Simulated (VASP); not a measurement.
# GaN in VASP: a series of runs

GaN is run at these levels: PBE; tasks: single point.

All numbers are computed with VASP 6.6.1; they aren't measurements. Logs are shortened: lines on timing, memory, paths and dates and some standing lists are left out, and cuts for length are marked.

## Step 1: The cell of the first run

The structure is orthorhombic, space group Pmc2_1 (No. 26). The conventional cell has a = 3.219 Å, b = 5.575 Å, c = 5.243 Å, α = 90.00°, β = 90.00°, γ = 90.00°. Within 2.6 Å of Ga (site symmetry m) lie 4 N at 1.92 to 2.09 Å. Ga (site symmetry m) has 4 N at 1.91 to 2.05 Å within 2.5 Å. Within 2.6 Å of N (site symmetry m) lie 4 Ga at 1.95 to 2.09 Å. N (site symmetry m) has 4 Ga at 1.91 to 2.05 Å within 2.5 Å.

## Step 2: Single point, PBE (atoms displaced along a vibrational mode)

INCAR reads:

```
PREC     = Accurate       # precision mode
ENCUT    = 520            # plane-wave cutoff, eV
EDIFF    = 1E-6           # SCF threshold, eV
ISMEAR   = 0              # smearing method
SIGMA    = 0.05           # smearing width, eV
LREAL    = False          # projectors in reciprocal space
LASPH    = True           # aspherical terms in the spheres
NELM     = 80             # most SCF steps
ALGO     = Normal         # electronic algorithm
ISIF     = 2              # what is computed and relaxed
LWAVE    = False          # write WAVECAR
LCHARG   = False          # write CHGCAR
GGA      = PE             # functional
NBANDS   = 46             # bands
```

KPOINTS reads:

```
regular mesh
0
Gamma
  8 6 6
```

POSCAR reads:

```
GaN
1.0
   -3.2185392732      0.0000000000      0.0000000000
    0.0000000000      0.0000000000     -5.2433778863
    0.0000000001     -5.5746735474      0.0000000000
Ga N
4 4
Direct
    0.5000000000      0.0060513209      0.1720244946
    0.0000000000      0.0016830356      0.6613043997
    0.0000000000      0.5016830356      0.3386956003
    0.5000000000      0.5060513209      0.8279755054
    0.5000000000      0.6082365632      0.1675586883
    0.0000000000      0.6101323464      0.6657465093
    0.0000000000      0.1101323464      0.3342534907
    0.5000000000      0.1082365632      0.8324413117
```

Potentials or basis: VASP PAW PBE potentials, release 64 (Ga_d, N).

Run with:

```
> cat potpaw_PBE.64/Ga_d/POTCAR potpaw_PBE.64/N/POTCAR > POTCAR
> mpirun -np 1 vasp_std > vasp.out
```

OUTCAR:

```text
PREC = Accurate
   ENCUT = 520
   EDIFF = 1E-6
   ISMEAR = 0
   LREAL = False
   LASPH = True
   NELM = 80
   ISIF = 2
   GGA = PE

 ion  position               nearest neighbor table
   1  0.500  0.006  0.172-   7 1.92   7 1.92   8 1.97   5 2.09
   2  0.000  0.002  0.661-   7 1.91   8 1.95   8 1.95   6 2.05
   3  0.000  0.502  0.339-   6 1.91   5 1.95   5 1.95   7 2.05
   4  0.500  0.506  0.828-   6 1.92   6 1.92   5 1.97   8 2.09
   5  0.500  0.608  0.168-   3 1.95   3 1.95   4 1.97   1 2.09
   6  0.000  0.610  0.666-   3 1.91   4 1.92   4 1.92   2 2.05
   7  0.000  0.110  0.334-   2 1.91   1 1.92   1 1.92   3 2.05
   8  0.500  0.108  0.832-   2 1.95   2 1.95   1 1.97   4 2.09

  LATTYP: Found a simple orthorhombic cell.
 ALAT       =     3.2185392732
 B/A-ratio  =     1.6291172613
 C/A-ratio  =     1.7320508076

  Lattice vectors:

 A1 = (  -3.2185392732,   0.0000000000,   0.0000000000)
 A2 = (   0.0000000000,   0.0000000000,  -5.2433778863)
 A3 = (   0.0000000001,  -5.5746735474,   0.0000000000)

Analysis of symmetry for initial positions (statically):
=====================================================================
 Subroutine PRICEL returns:
 Original cell was already a primitive cell.

 Routine SETGRP: Setting up the symmetry group for a
 simple orthorhombic supercell.

 Subroutine GETGRP returns: Found  4 space group operations
 (whereof  2 operations were pure point group operations)
 out of a pool of  8 trial point group operations.

The static configuration has the point symmetry C_1h.
 The point group associated with its full space group is C_2v.

Analysis of symmetry for dynamics (positions and initial velocities):
=====================================================================
 Subroutine PRICEL returns:
 Original cell was already a primitive cell.

 Routine SETGRP: Setting up the symmetry group for a
 simple orthorhombic supercell.

 Subroutine GETGRP returns: Found  4 space group operations
 (whereof  2 operations were pure point group operations)
 out of a pool of  8 trial point group operations.

The dynamic configuration has the point symmetry C_1h.
 The point group associated with its full space group is C_2v.

 Subroutine INISYM returns: Found  4 space group operations
 (whereof  2 operations are pure point group operations),
 and found     1 'primitive' translations

----------------------------------------------------------------------------------------

                                     Primitive cell

  volume of cell :      94.0783

  direct lattice vectors                    reciprocal lattice vectors
    -3.218539273  0.000000000  0.000000000    -0.310699953 -0.000000000  0.000000000
     0.000000000  0.000000000 -5.243377886     0.000000000  0.000000000 -0.190716752
     0.000000000 -5.574673547  0.000000000     0.000000000 -0.179382701  0.000000000

  length of vectors
     3.218539273  5.243377886  5.574673547     0.310699953  0.190716752  0.179382701

  position of ions in fractional coordinates (direct lattice)
     0.500000000  0.006051321  0.172024495
     0.000000000  0.001683036  0.661304400
     0.000000000  0.501683036  0.338695600
     0.500000000  0.506051321  0.827975505
     0.500000000  0.608236563  0.167558688
     0.000000000  0.610132346  0.665746509
     0.000000000  0.110132346  0.334253491
     0.500000000  0.108236563  0.832441312

  ion indices of the primitive-cell ions
   primitive index   ion index
                 1           1
                 2           2
                 3           3
                 4           4
                 5           5
                 6           6
                 7           7
                 8           8

----------------------------------------------------------------------------------------

 KPOINTS: regular mesh

Automatic generation of k-mesh.
 Grid dimensions read from file:
 generate k-points for:    8    6    6

 Generating k-lattice:

  Cartesian coordinates                     Fractional coordinates (reciprocal lattice)
    -0.038837494 -0.000000000  0.000000000     0.125000000  0.000000000  0.000000000
     0.000000000  0.000000000 -0.031786125     0.000000000  0.166666667  0.000000000
     0.000000000 -0.029897117  0.000000000     0.000000000  0.000000000  0.166666667

  Length of vectors
     0.038837494  0.031786125  0.029897117

  Shift w.r.t. Gamma in fractional coordinates (k-lattice)
     0.000000000  0.000000000  0.000000000

 Subroutine IBZKPT returns following result:
 ===========================================

 Found     80 irreducible k-points:

 Following reciprocal coordinates:
            Coordinates               Weight
  0.000000  0.000000  0.000000      1.000000
  0.125000  0.000000  0.000000      2.000000
  0.250000  0.000000  0.000000      2.000000
  0.375000  0.000000 -0.000000      2.000000
  0.500000  0.000000  0.000000      1.000000
  0.000000  0.166667  0.000000      2.000000
[... 16 lines left out ...]
  0.250000  0.000000  0.166667      4.000000
  0.375000  0.000000  0.166667      4.000000
 [... further k-points ...]
   k-points           NKPTS =     80   k-points in BZ     NKDIM =     80   number of bands    NBANDS=     46
   number of dos      NEDOS =    301   number of ions     NIONS =      8
   total plane-waves  NPLWV =  40320
   dimension x,y,z NGX =    24 NGY =   40 NGZ =   42
   dimension x,y,z NGXF=    48 NGYF=   80 NGZF=   84
   ions per type =               4   4
   NGX,Y,Z   is equivalent  to a cutoff of  12.40, 12.68, 12.53 a.u.
   NGXF,Y,Z  is equivalent  to a cutoff of  24.79, 25.36, 25.05 a.u.
 SYSTEM =  unknown system
   PREC   = accura    normal or accurate (medium, high low for compatibility)
   ISTART =      0    job   : 0-new  1-cont  2-samecut
   ICHARG =      2    charge: 1-file 2-atom 10-const
   ISPIN  =      1    spin polarized calculation?
   LNONCOLLINEAR =      F non collinear calculations
   LSORBIT =      F    spin-orbit coupling
   LASPH  =      T    aspherical Exc in radial PAW
   ENCUT  =  520.0 eV  38.22 Ry    6.18 a.u.   5.98  9.75 10.37*2*pi/ulx,y,z
   NELM   =     80;   NELMIN=  2; NELMDL= -5     # of ELM steps
   EDIFF  = 0.1E-05   stopping-criterion for ELM
   LREAL  =      F    real-space projection
   EDIFFG = 0.1E-04   stopping-criterion for IOM
   NSW    =      0    number of steps for IOM
   IBRION =     -1    ionic relax: 0-MD 1-quasi-New 2-CG
   NFREE  =      0    steps in history (QN), initial steepest desc. (CG)
   ISIF   =      2    stress and relaxation
   ISYM   =      2    0-nonsym 1-usesym 2-fastsym
   POTIM  = 0.5000    time-step for ionic-motion
   TEBEG  =    0.0;   TEEND  =   0.0 temperature during run
   PSTRESS=    0.0 pullay stress
   NELECT =      72.0000    total number of electrons
   NUPDOWN=      -1.0000    fix difference up-down
   EMIN   =  10.00;   EMAX   =-10.00  energy-range for DOS
   EFERMI =   0.00;   METHOD = LEGACY
   ISMEAR =     0;   SIGMA  =   0.05  broadening in eV -4-tet -1-fermi 0-gaus
   EFERMI_NEDOS =   21; number of points for ismear=-14 and -15
   IALGO  =     38    algorithm
   IMIX   =      4    mixing-type and parameters
     AMIX     =   0.40;   BMIX     =  1.00
     AMIX_MAG =   1.60;   BMIX_MAG =  1.00
  volume/ion in A,a.u.               =      11.76        79.36
  Fermi-wavevector in a.u.,A,eV,Ry     =   1.497462  2.829793 30.509608  2.242393
  Thomas-Fermi vector in A             =   2.609347
   LORBIT       =      0    0 simple, 1 ext, 2 COOP (PROOUT), +10 PAW based schemes
   GGA     = PE    functional components
   LHFCALC =     F    Hartree Fock is set to
   AEXX    =    0.0000 exact exchange contribution
   IVDW    =     0    specifies the selected vdW correction
   LEPSILON=     F    determine dielectric tensor
   LRPA    =     F    only Hartree local field effects (RPA)
 non-spin polarized calculation
 Gauss-broadening in eV      SIGMA  =   0.05
  energy-cutoff  :      520.00
  volume of cell :       94.08
 maximum number of plane-waves:      2568
 NGX is ok and might be reduce to    24
   NGX = 11   NGY = 19   NGZ = 21

 number of electron      72.0000035 magnetization

 Free energy of the ion-electron system (eV)
  ---------------------------------------------------
  ext. energy  EPLUGINS =         0.00000000
  ---------------------------------------------------
  free energy    TOTEN  =       -48.44593402 eV

  energy without entropy =      -48.44593402  energy(sigma->0) =      -48.44593402

 E-fermi :   5.4356     XC(G=0): -11.5108

 val. band max:        5.1537212137   @ k =   0.0000   0.0000   0.0000
 cond. band min:       6.7440437208   @ k =   0.0000   0.0000   0.0000
 fundamental gap:      1.5903225071
 Fermi energy:         5.4355518405

 k-point     1 :       0.0000    0.0000    0.0000
  band No.  band energies     occupation
      1     -10.8043      2.00000
      2     -10.1372      2.00000
      3      -9.7811      2.00000
      4      -9.7518      2.00000
      5      -8.4344      2.00000
      6      -8.4339      2.00000
[... 38 lines left out ...]
     45      14.7296      0.00000
     46      14.8817      0.00000

 k-point     2 :       0.1250    0.0000    0.0000
  band No.  band energies     occupation
      1     -10.6990      2.00000
      2     -10.1035      2.00000
      3      -9.7538      2.00000
      4      -9.7463      2.00000
      5      -8.4293      2.00000
      6      -8.4158      2.00000
[... 38 lines left out ...]
     45      14.7933      0.00000
     46      14.8663      0.00000

 k-point     3 :       0.2500    0.0000    0.0000
  band No.  band energies     occupation
      1     -10.4420      2.00000
      2     -10.0304      2.00000
      3      -9.7365      2.00000
      4      -9.6970      2.00000
      5      -8.4050      2.00000
      6      -8.3930      2.00000
[... 1018 lines left out ...]
     45      14.1976      0.00000
     46      14.7876      0.00000

 k-point    24 :       0.3750    0.0000    0.1667
  band No.  band energies     occupation
      1     -10.1842      2.00000
      2      -9.9710      2.00000
      3      -9.7390      2.00000
      4      -9.6515      2.00000
      5      -8.3993      2.00000
      6      -8.3667      2.00000
[... 38 lines left out ...]
     45      14.3368      0.00000
     46      14.4944      0.00000

 [... further k-points ...]

------------------------ aborting loop because EDIFF is reached ----------------------------------------

  FORCE on cell =-STRESS in cart. coord.  units (eV):
  Direction    XX          YY          ZZ          XY          YZ          ZX
  --------------------------------------------------------------------------------------
  -------------------------------------------------------------------------------------
  Total        1.8206349      1.8549102     -1.9864663     -0.0000000      0.0000000      0.0000000
  in kB       31.0058786     31.5895957    -33.8300294     -0.0000000      0.0000000      0.0000000
  external PRESSURE =       9.5884816 kB  Pullay stress =       0.0000000 kB

 VOLUME and BASIS-vectors are now :
 -----------------------------------------------------------------------------
  energy-cutoff  :      520.00
  volume of cell :       94.08
      direct lattice vectors                 reciprocal lattice vectors
    -3.218539273  0.000000000  0.000000000    -0.310699953 -0.000000000  0.000000000
     0.000000000  0.000000000 -5.243377886     0.000000000  0.000000000 -0.190716752
     0.000000000 -5.574673547  0.000000000     0.000000000 -0.179382701  0.000000000

 POSITION                                       TOTAL-FORCE (eV/Angst)
 -----------------------------------------------------------------------------------
     -1.60927     -0.95898     -0.03173        -0.000000      0.754137      0.973357
      0.00000     -3.68656     -0.00882         0.000000     -0.793037      0.584847
      0.00000     -1.88812     -2.63051        -0.000000      0.793037      0.584847
     -1.60927     -4.61569     -2.65342         0.000000     -0.754137      0.973357
     -1.60927     -0.93408     -3.18921        -0.000000      0.026571     -0.731151
      0.00000     -3.71132     -3.19915         0.000000     -0.076038     -0.827053
      0.00000     -1.86335     -0.57747        -0.000000      0.076038     -0.827053
     -1.60927     -4.64059     -0.56753         0.000000     -0.026571     -0.731151
 -----------------------------------------------------------------------------------
    total drift:                               -0.000000     -0.000015     -0.001087

  FREE ENERGIE OF THE ION-ELECTRON SYSTEM (eV)
  ---------------------------------------------------
  free  energy   TOTEN  =       -48.4459340221 eV

  energy  without entropy=      -48.4459340221  energy(sigma->0) =      -48.44593402
```

Run time: 2.1 min. Hardware: 1 thread of Intel Xeon 6975P-C (Granite Rapids), shared host; peak memory 0.36 GiB.

Results:

* Free energy: -48.4459 eV
* Pressure: 1.0 GPa
* Largest force: 1.231 eV/Å
* Band gap on the k mesh: 1.59 eV

Forces on the atoms (eV/Å):
```
Ga   0.000  0.754  0.973
Ga   0.000 -0.793  0.585
Ga   0.000  0.793  0.585
Ga   0.000 -0.754  0.973
N    0.000  0.027 -0.731
N    0.000 -0.076 -0.827
N    0.000  0.076 -0.827
N    0.000 -0.027 -0.731
```

Caveat: the cell differs from its parent crystal (atoms displaced along a vibrational mode); forces of over 1 eV/Å act on the atoms, so gaps and moduli don't describe the material at rest.

## Step 3: Single point, PBE (atoms displaced along a vibrational mode)

INCAR reads:

```
SYSTEM = GaN
PREC = Accurate ; ENCUT = 520
EDIFF = 1E-6 ; ISMEAR = 0
SIGMA = 0.05 ; LREAL = .FALSE.
LASPH = .TRUE. ; NELM = 60
ALGO = Normal ; ISIF = 2
LWAVE = .FALSE. ; LCHARG = .TRUE.
GGA = PE ; LELF = .TRUE.
LVHAR = .TRUE. ; NBANDS = 46
```

KPOINTS reads:

```
Automatic mesh
0
G
  8 6 6
  0 0 0
```

POSCAR reads:

```
GaN
1.0
   -3.2185392732      0.0000000000      0.0000000000
    0.0000000000      0.0000000000     -5.2433778863
    0.0000000001     -5.5746735474      0.0000000000
Ga N
4 4
Direct
    0.5000000000     -0.0010483883      0.1693489100
    0.0000000000     -0.0032325310      0.6639888626
    0.0000000000      0.4967674690      0.3360111374
    0.5000000000      0.4989516117      0.8306510900
    0.5000000000      0.6386148808      0.1671337794
    0.0000000000      0.6395627724      0.6662276899
    0.0000000000      0.1395627724      0.3337723101
    0.5000000000      0.1386148808      0.8328662206
```

Potentials or basis: VASP PAW PBE potentials, release 64 (Ga_d, N).

Run with:

```
> cat potpaw_PBE.64/Ga_d/POTCAR potpaw_PBE.64/N/POTCAR > POTCAR
> mpirun -np 1 vasp_std > vasp.out
```

Wall time 3.3 min (1 thread of Intel Xeon Platinum 8488C (Sapphire Rapids), shared host); peak memory 0.36 GiB.

It converged, with:

```yaml
Free_energy: -48.4216 eV
Pressure: 0.9 GPa
Largest_force: 1.493 eV/Å
Band_gap_on_the_k_mesh: 1.59 eV
```

Forces in eV/Å, atoms in the order of the input:
```
Ga   0.000  0.305 -1.093
Ga   0.000 -0.307 -1.461
Ga   0.000  0.307 -1.461
Ga   0.000 -0.305 -1.093
N    0.000 -0.002  1.209
N    0.000 -0.005  1.345
N    0.000  0.005  1.345
N    0.000  0.002  1.209
```

Stress tensor (GPa, compression positive):
```
-2.57  0.00  0.00
 0.00 -2.58  0.00
 0.00  0.00  7.87
```

Levels at points of the mesh, in eV from the valence-band top:
| k point | band 33 | band 34 | band 35 | band 36 | band 37 | band 38 | band 39 | band 40 |
| --- | --- | --- | --- | --- | --- | --- | --- | --- |
| (0.00, 0.00, 0.00) | -0.79 | -0.37 | 0.00 | 0.00 | 1.59 | 4.15 | 4.95 | 5.28 |
| (0.50, 0.00, 0.00) | -2.27 | -2.14 | -1.86 | -1.84 | 5.18 | 5.35 | 6.30 | 6.36 |
| (0.00, 0.50, 0.00) | -0.56 | -0.56 | -0.56 | -0.56 | 3.95 | 3.95 | 4.12 | 4.12 |
| (0.50, 0.50, 0.00) | -1.88 | -1.88 | -1.77 | -1.77 | 5.50 | 5.50 | 5.59 | 5.59 |
| (0.00, 0.00, 0.50) | -1.06 | -1.01 | -0.43 | -0.37 | 4.00 | 4.06 | 5.75 | 5.77 |
| (0.50, 0.00, 0.50) | -2.54 | -2.47 | -0.85 | -0.80 | 4.87 | 5.02 | 5.24 | 5.31 |
| (0.00, 0.50, 0.50) | -1.34 | -1.34 | -1.15 | -1.15 | 4.88 | 4.88 | 4.98 | 4.98 |
| (0.50, 0.50, 0.50) | -1.86 | -1.86 | -1.80 | -1.80 | 4.04 | 4.04 | 4.18 | 4.18 |

Caveat: the cell differs from its parent crystal (atoms displaced along a vibrational mode); forces of over 1 eV/Å act on the atoms, so gaps and moduli don't describe the material at rest.

## Step 4: Single point, PBE (atoms displaced along a vibrational mode)

INCAR reads:

```
SYSTEM = GaN
PREC = Accurate
ENCUT = 520
EDIFF = 1E-7
ISMEAR = 0
SIGMA = 0.05
LREAL = .False.
LASPH = .True.
NELM = 80
ALGO = Normal
ISIF = 2
LWAVE = .False.
LCHARG = .False.
GGA = PE
NBANDS = 46
```

KPOINTS reads:

```
regular mesh
0
Gamma
  8 6 6
  0 0 0
```

POSCAR reads:

```
GaN
1.0
   -3.2185392732      0.0000000000      0.0000000000
    0.0000000000      0.0000000000     -5.2433778863
    0.0000000001     -5.5746735474      0.0000000000
Ga N
4 4
Direct
    0.5000000000     -0.0028914144      0.1666694412
    0.0000000000     -0.0028914144      0.6666694412
    0.0000000000      0.4971085856      0.3333305588
    0.5000000000      0.4971085856      0.8333305588
    0.5000000000      0.6428268730      0.1666842516
    0.0000000000      0.6428268730      0.6666842516
    0.0000000000      0.1428268730      0.3333157484
    0.5000000000      0.1428268730      0.8333157484
```

Run with:

```
> cat potpaw_PBE.64/Ga_d/POTCAR potpaw_PBE.64/N/POTCAR > POTCAR
> mpirun -np 1 vasp_std > vasp.out
```

Run time: 3.1 min. Hardware: 1 thread of Intel Xeon Platinum 8488C (Sapphire Rapids), shared host; peak memory 0.36 GiB.

The run converged. Its results:

```yaml
Free_energy: -48.2936 eV
Pressure: 1.4 GPa
Largest_force: 1.695 eV/Å
Band_gap_on_the_k_mesh: 1.57 eV
```

Forces in eV/Å, atoms in the order of the input:
```
Ga   0.000  0.001 -1.695
Ga   0.000  0.001 -1.695
Ga   0.000 -0.001 -1.695
Ga   0.000 -0.001 -1.695
N    0.000  0.001  1.695
N    0.000  0.001  1.695
N    0.000 -0.001  1.695
N    0.000 -0.001  1.695
```

Stress tensor (GPa, compression positive):
```
-3.21  0.00  0.00
 0.00 -3.22  0.00
 0.00  0.00 10.65
```

Levels at points of the mesh, in eV from the valence-band top:
```csv
k point,band 34,band 35,band 36,band 37,band 38,band 39
"(0.00, 0.00, 0.00)",-0.46,0.00,0.00,1.57,4.18,4.95
"(0.50, 0.00, 0.00)",-2.29,-1.80,-1.80,5.15,5.15,6.31
"(0.00, 0.50, 0.00)",-0.57,-0.57,-0.57,3.94,3.94,4.06
"(0.50, 0.50, 0.00)",-1.87,-1.87,-1.87,5.50,5.50,5.50
"(0.00, 0.00, 0.50)",-1.12,-0.38,-0.38,4.02,4.02,5.77
"(0.50, 0.00, 0.50)",-2.60,-0.78,-0.78,4.95,4.95,5.26
"(0.00, 0.50, 0.50)",-1.24,-1.24,-1.24,4.89,4.89,4.89
"(0.50, 0.50, 0.50)",-1.82,-1.82,-1.82,4.06,4.06,4.06
```

Caveat: the cell differs from its parent crystal (atoms displaced along a vibrational mode); forces of over 1 eV/Å act on the atoms, so gaps and moduli don't describe the material at rest.

(Part 1 of 2 ends here.)
